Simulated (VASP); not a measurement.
# Ta2C (P4/nmm) in VASP: notebook, part 2 of 2

VASP 6.6.1.

### Step 3. Single point, r2SCAN

This run uses another cell than the first one, of 13.32 Å³/atom.

POSCAR reads:

```
Ta2C
1.0
    3.5072832823      0.0000000000      0.0000000000
    0.0000000000      3.5072832823      0.0000000000
    0.0000000000      0.0000000000      6.4984227424
Ta C
4 2
Direct
    0.0000000000      0.0000000000      0.0000000000
    0.5000000000      0.5000000000      0.0000000000
    0.0000000000      0.5000000000      0.3681152527
    0.5000000000      0.0000000000      0.6318847473
    0.0000000000      0.5000000000      0.7260187603
    0.5000000000      0.0000000000      0.2739812397
```

INCAR.step1 reads:

```
  PREC = Accurate
  ENCUT = 520
  ISMEAR = 0
  SIGMA = 0.1
  LREAL = F
  LASPH = T
  NELM = 80
  NBANDS = 35
  GGA = PE
  ALGO = Normal
  EDIFF = 1E-4
  LWAVE = T
  LCHARG = F
```

INCAR.step2 reads:

```
  PREC = Accurate
  ENCUT = 520
  EDIFF = 1E-6
  ISMEAR = 0
  SIGMA = 0.1
  LREAL = F
  LASPH = T
  NELM = 80
  ALGO = Normal
  ISIF = 2
  LWAVE = F
  LCHARG = T
  METAGGA = R2SCAN
  LMIXTAU = T
  LELF = T
  LVHAR = T
  NBANDS = 35
  ISTART = 1
```

KPOINTS reads:

```
regular mesh
0
Gamma
  6 6 4
```

Potentials or basis: VASP PAW PBE potentials, release 64 (Ta_pv, C).

Launch:

```console
$ cat potpaw_PBE.64/Ta_pv/POTCAR potpaw_PBE.64/C/POTCAR > POTCAR
$ cp INCAR.step1 INCAR
$ mpirun -np 1 vasp_std > vasp.out
$ cp INCAR.step2 INCAR
$ mpirun -np 1 vasp_std > vasp.out
```

OUTCAR:

```text
PREC = Accurate
   ENCUT = 520
   EDIFF = 1E-6
   ISMEAR = 0
   LREAL = F
   LASPH = T
   NELM = 80
   ISIF = 2
   METAGGA = R2SCAN
   ISTART = 1

 ion  position               nearest neighbor table
   1  0.000  0.000  0.000-   2 2.48   2 2.48   2 2.48   2 2.48   5 2.50   6 2.50   6 2.50   5 2.50
                             3 2.97   4 2.97   3 2.97   4 2.97
   2  0.500  0.500  0.000-   1 2.48   1 2.48   1 2.48   1 2.48   6 2.50   6 2.50   5 2.50   5 2.50
                             3 2.97   3 2.97   4 2.97   4 2.97
   3  0.000  0.500  0.368-   5 2.33   6 2.55   6 2.55   6 2.55   6 2.55   1 2.97   2 2.97   2 2.97
                             1 2.97   4 3.01   4 3.01   4 3.01   4 3.01
   4  0.500  0.000  0.632-   6 2.33   5 2.55   5 2.55   5 2.55   5 2.55   1 2.97   1 2.97   2 2.97
[... 1128 lines left out ...]
  Total        0.6924304      0.6924304      0.6035942      0.0000000      0.0000000      0.0000000
  in kB       13.8783258     13.8783258     12.0977881      0.0000000      0.0000000      0.0000000
  external PRESSURE =      13.2848132 kB  Pullay stress =       0.0000000 kB

 VOLUME and BASIS-vectors are now :
 -----------------------------------------------------------------------------
  energy-cutoff  :      520.00
  volume of cell :       79.94
      direct lattice vectors                 reciprocal lattice vectors
     3.507283282  0.000000000  0.000000000     0.285120967  0.000000000  0.000000000
     0.000000000  3.507283282  0.000000000     0.000000000  0.285120967  0.000000000
     0.000000000  0.000000000  6.498422742     0.000000000  0.000000000  0.153883494

 POSITION                                       TOTAL-FORCE (eV/Angst)
 -----------------------------------------------------------------------------------
      0.00000      0.00000      0.00000         0.000000      0.000000      0.000000
      1.75364      1.75364      0.00000        -0.000000     -0.000000      0.000000
      0.00000      1.75364      2.39217        -0.000000      0.000000      0.040410
      1.75364      0.00000      4.10625         0.000000      0.000000     -0.040410
      0.00000      1.75364      4.71798         0.000000      0.000000     -0.038007
      1.75364      0.00000      1.78045         0.000000      0.000000      0.038007
 -----------------------------------------------------------------------------------
    total drift:                               -0.000000      0.000000      0.000000

  FREE ENERGIE OF THE ION-ELECTRON SYSTEM (eV)
  ---------------------------------------------------
  free  energy   TOTEN  =      -212.1710846723 eV

  energy  without entropy=     -212.1609964276  energy(sigma->0) =     -212.16604055
```

OUTCAR.step1:

```text
PREC = Accurate
   ENCUT = 520
   ISMEAR = 0
   LREAL = F
[... 1158 lines left out ...]
      0.00000      1.75364      2.39217        -0.000000      0.000000     -0.018619
      1.75364      0.00000      4.10625         0.000000      0.000000      0.018619
      0.00000      1.75364      4.71798         0.000000      0.000000     -0.030755
      1.75364      0.00000      1.78045        -0.000000      0.000000      0.030755
 -----------------------------------------------------------------------------------
    total drift:                                0.000000      0.000000      0.000000

  FREE ENERGIE OF THE ION-ELECTRON SYSTEM (eV)
  ---------------------------------------------------
  free  energy   TOTEN  =       -63.3621030825 eV

  energy  without entropy=      -63.3535858702  energy(sigma->0) =      -63.35784448
```

It took 4.1 min on 1 thread of Intel Xeon 8259CL, shared host; peak memory 0.24 GiB.

What came out:

```yaml
Free_energy: -212.1711 eV
Pressure: 1.3 GPa
Largest_force: 0.040 eV/Å
Band_gap_on_the_k_mesh: zero (bands 26 and 27 overlap by 1.17 eV)
```

Forces in eV/Å, atoms in the order of the input:
```
Ta   0.000  0.000  0.000
Ta   0.000  0.000  0.000
Ta   0.000  0.000  0.040
Ta   0.000  0.000 -0.040
C    0.000  0.000 -0.038
C    0.000  0.000  0.038
```

Stress tensor (GPa, compression positive):
```
1.39 0.00 0.00
0.00 1.39 0.00
0.00 0.00 1.21
```

Levels at points of the mesh, in eV from the Fermi level:
| k point | band 22 | band 23 | band 24 | band 25 | band 26 | band 27 | band 28 | band 29 | band 30 | band 31 |
| --- | --- | --- | --- | --- | --- | --- | --- | --- | --- | --- |
| (0.00, 0.00, 0.00) | -3.14 | -2.24 | -2.24 | -0.72 | -0.72 | -0.41 | 0.01 | 0.23 | 1.21 | 2.17 |
| (0.50, 0.00, 0.00) | -3.21 | -1.70 | -1.70 | -0.40 | -0.40 | 1.33 | 1.33 | 1.60 | 1.60 | 2.52 |
| (0.50, 0.50, 0.00) | -3.25 | -2.37 | -2.37 | -1.43 | -1.43 | 2.24 | 2.24 | 2.26 | 2.26 | 2.75 |
| (0.00, 0.00, 0.50) | -2.93 | -2.93 | -2.77 | -1.65 | -0.91 | -0.91 | 0.10 | 1.16 | 1.57 | 2.65 |
| (0.50, 0.00, 0.50) | -2.94 | -1.17 | -1.17 | -0.23 | -0.23 | 0.93 | 0.93 | 1.19 | 1.19 | 1.85 |
| (0.50, 0.50, 0.50) | -3.11 | -2.82 | -2.82 | -2.55 | -2.55 | 2.13 | 2.13 | 2.68 | 2.68 | 2.73 |

Caveat: the PAW data sets were made with another functional, which shifts forces and pressure a little; spin-orbit coupling is left out, which moves the levels of the heavy elements.

### Step 4. Single point, r2SCAN

This run uses another cell than the first one, of 13.30 Å³/atom.

POSCAR reads:

```
Ta2C
1.0
    3.5015934225      0.0000000000      0.0000000000
    0.0000000000      3.5015934225      0.0000000000
    0.0000000000      0.0000000000      6.5079732538
Ta C
4 2
Direct
    0.0000000000      0.0000000000      0.0000000000
    0.5000000000      0.5000000000      0.0000000000
    0.0000000000      0.5000000000      0.3677762646
    0.5000000000      0.0000000000      0.6322237354
    0.0000000000      0.5000000000      0.7262115955
    0.5000000000      0.0000000000      0.2737884045
```

INCAR.step1 reads:

```
  PREC = Accurate
  ENCUT = 520
  ISMEAR = 0
  SIGMA = 0.1
  LREAL = False
  LASPH = True
  NELM = 60
  NBANDS = 35
  GGA = PE
  ALGO = Normal
  EDIFF = 1E-4
  LWAVE = True
  LCHARG = False
```

INCAR.step2 reads:

```
  PREC = Accurate
  ENCUT = 520
  EDIFF = 1E-6
  ISMEAR = 0
  SIGMA = 0.1
  LREAL = False
  LASPH = True
  NELM = 60
  ALGO = Normal
  ISIF = 2
  LWAVE = False
  LCHARG = False
  METAGGA = R2SCAN
  LMIXTAU = True
  NBANDS = 35
  ISTART = 1
```

KPOINTS reads:

```
regular mesh
0
Gamma
  10 10 6
```

Potentials or basis: VASP PAW PBE potentials, release 64 (Ta_pv, C).

Launch:

```console
$ cat potpaw_PBE.64/Ta_pv/POTCAR potpaw_PBE.64/C/POTCAR > POTCAR
$ cp INCAR.step1 INCAR
$ mpirun -np 1 vasp_std > vasp.out
$ cp INCAR.step2 INCAR
$ mpirun -np 1 vasp_std > vasp.out
```

OUTCAR:

```text
PREC = Accurate
   ENCUT = 520
   EDIFF = 1E-6
   ISMEAR = 0
   LREAL = False
   LASPH = True
   NELM = 60
   ISIF = 2
   METAGGA = R2SCAN
   ISTART = 1

 ion  position               nearest neighbor table
   1  0.000  0.000  0.000-   2 2.48   2 2.48   2 2.48   2 2.48   5 2.50   6 2.50   6 2.50   5 2.50
                             3 2.97   4 2.97   3 2.97   4 2.97
   2  0.500  0.500  0.000-   1 2.48   1 2.48   1 2.48   1 2.48   6 2.50   6 2.50   5 2.50   5 2.50
                             3 2.97   3 2.97   4 2.97   4 2.97
   3  0.000  0.500  0.368-   5 2.33   6 2.55   6 2.55   6 2.55   6 2.55   1 2.97   2 2.97   2 2.97
                             1 2.97   4 3.02   4 3.02   4 3.02   4 3.02
   4  0.500  0.000  0.632-   6 2.33   5 2.55   5 2.55   5 2.55   5 2.55   1 2.97   1 2.97   2 2.97
                             2 2.97   3 3.02   3 3.02   3 3.02   3 3.02
   5  0.000  0.500  0.726-   3 2.33   2 2.50   1 2.50   1 2.50   2 2.50   4 2.55   4 2.55   4 2.55
                             4 2.55
   6  0.500  0.000  0.274-   4 2.33   2 2.50   1 2.50   2 2.50   1 2.50   3 2.55   3 2.55   3 2.55
                             3 2.55

  LATTYP: Found a simple tetragonal cell.
 ALAT       =     3.5015934225
 C/A-ratio  =     1.8585747883

  Lattice vectors:

[... 188 lines left out ...]

 E-fermi :   7.3876     XC(G=0): -14.0983

 val. band max:        7.3859280743   @ k =   0.2000   0.1000   0.0000
 cond. band min:       7.4121103571   @ k =   0.3000   0.3000   0.5000
 fundamental gap:      0.0261822829
 Fermi energy:         7.3876288500

 k-point     1 :       0.0000    0.0000    0.0000
  band No.  band energies     occupation
      1     -29.3657      2.00000
      2     -29.3657      2.00000
      3     -29.0378      2.00000
      4     -29.0378      2.00000
      5     -28.9437      2.00000
      6     -28.8863      2.00000
[... 901 lines left out ...]
     34      11.1174      0.00000
     35      11.6815      0.00000

 [... further k-points ...]
[... 5 lines left out ...]
  --------------------------------------------------------------------------------------
  -------------------------------------------------------------------------------------
  Total        0.6867948      0.6867948      0.5726824      0.0000000      0.0000000      0.0000000
  in kB       13.7898763     13.7898763     11.4986600      0.0000000      0.0000000      0.0000000
  external PRESSURE =      13.0261376 kB  Pullay stress =       0.0000000 kB

 VOLUME and BASIS-vectors are now :
 -----------------------------------------------------------------------------
  energy-cutoff  :      520.00
  volume of cell :       79.80
      direct lattice vectors                 reciprocal lattice vectors
     3.501593423  0.000000000  0.000000000     0.285584270  0.000000000  0.000000000
     0.000000000  3.501593423  0.000000000     0.000000000  0.285584270  0.000000000
     0.000000000  0.000000000  6.507973254     0.000000000  0.000000000  0.153657669

 POSITION                                       TOTAL-FORCE (eV/Angst)
 -----------------------------------------------------------------------------------
      0.00000      0.00000      0.00000         0.000000     -0.000000      0.000000
      1.75080      1.75080      0.00000        -0.000000      0.000000      0.000000
      0.00000      1.75080      2.39348         0.000000      0.000000      0.019304
      1.75080      0.00000      4.11450         0.000000      0.000000     -0.019304
      0.00000      1.75080      4.72617         0.000000     -0.000000     -0.025645
      1.75080      0.00000      1.78181         0.000000      0.000000      0.025645
 -----------------------------------------------------------------------------------
    total drift:                                0.000000      0.000000     -0.000000

  FREE ENERGIE OF THE ION-ELECTRON SYSTEM (eV)
  ---------------------------------------------------
  free  energy   TOTEN  =      -212.1411719047 eV

  energy  without entropy=     -212.1284639512  energy(sigma->0) =     -212.13481793
```

OSZICAR.step1:

```text
N       E                     dE             d eps       ncg     rms          rms(c)
DAV:   1     0.488716137745E+03    0.48872E+03   -0.28298E+04  5880   0.155E+03
DAV:   2    -0.415112571859E+02   -0.53023E+03   -0.51549E+03  6425   0.455E+02
DAV:   3    -0.679612569834E+02   -0.26450E+02   -0.25821E+02  7569   0.909E+01
DAV:   4    -0.685928407854E+02   -0.63158E+00   -0.62712E+00  7400   0.133E+01
DAV:   5    -0.686071844047E+02   -0.14344E-01   -0.14318E-01  7651   0.174E+00    0.361E+01
DAV:   6    -0.640169459485E+02    0.45902E+01   -0.29874E+01  7350   0.248E+01    0.187E+01
DAV:   7    -0.636690758044E+02    0.34787E+00   -0.77275E+00  7565   0.137E+01    0.100E+01
DAV:   8    -0.633991864171E+02    0.26989E+00   -0.23058E+00  7539   0.111E+01    0.255E+00
DAV:   9    -0.633474972522E+02    0.51689E-01   -0.27706E-01  7276   0.353E+00    0.561E-01
DAV:  10    -0.633441348399E+02    0.33624E-02   -0.57494E-02  7487   0.106E+00    0.301E-01
DAV:  11    -0.633435256052E+02    0.60923E-03   -0.57466E-03  7126   0.496E-01    0.151E-01
DAV:  12    -0.633433700671E+02    0.15554E-03   -0.83442E-04  6469   0.132E-01    0.529E-02
DAV:  13    -0.633433398845E+02    0.30183E-04   -0.38705E-04  6508   0.113E-01
   1 F= -.63343340E+02 E0= -.63337687E+02  d E =-.113061E-01
```

It took 10 min on 1 thread of Intel Xeon 8259CL, shared host; peak memory 0.32 GiB.

What came out:

- Free energy: -212.1412 eV
- Pressure: 1.3 GPa
- Largest force: 0.026 eV/Å
- Band gap on the k mesh: zero (bands 26 and 27 overlap by 1.22 eV)

Forces on the atoms (eV/Å):
```
Ta   0.000  0.000  0.000
Ta   0.000  0.000  0.000
Ta   0.000  0.000  0.019
Ta   0.000  0.000 -0.019
C    0.000  0.000 -0.026
C    0.000  0.000  0.026
```

Caveat: the PAW data sets were made with another functional, which shifts forces and pressure a little; spin-orbit coupling is left out, which moves the levels of the heavy elements.

### Step 5. Overview

| cell | k mesh | gap on the mesh (eV) | pressure (GPa) | largest force (eV/Å) |
| --- | --- | --- | --- | --- |
| a = 3.736, b = 3.736, c = 5.701 Å, 6 atoms, atomic positions A | 6 × 6 × 4 | none | 56.2 | 15.36 |
| a = 3.507, b = 3.507, c = 6.498 Å, 6 atoms, atomic positions B | 6 × 6 × 4 | none | 1.3 | 0.04 |
| a = 3.502, b = 3.502, c = 6.508 Å, 6 atoms, atomic positions C | 10 × 10 × 6 | none | 1.3 | 0.03 |

Alike in all rows: task single point; level r2SCAN; potentials or basis VASP PAW PBE potentials, release 64 (Ta_pv, C); no spin polarisation; cutoff (eV) 520; smearing gaussian 0.1 eV.

Caveats: the PAW data sets were made with another functional, which shifts forces and pressure a little; spin-orbit coupling is left out, which moves the levels of the heavy elements; the stress differs along the axes, from 49 to 70 GPa (at least some runs).

Total energies depend on the potentials used, so only differences within one code and one set of settings carry meaning.

The gap in the log of VASP goes by the Fermi energy; the results here count the filled bands.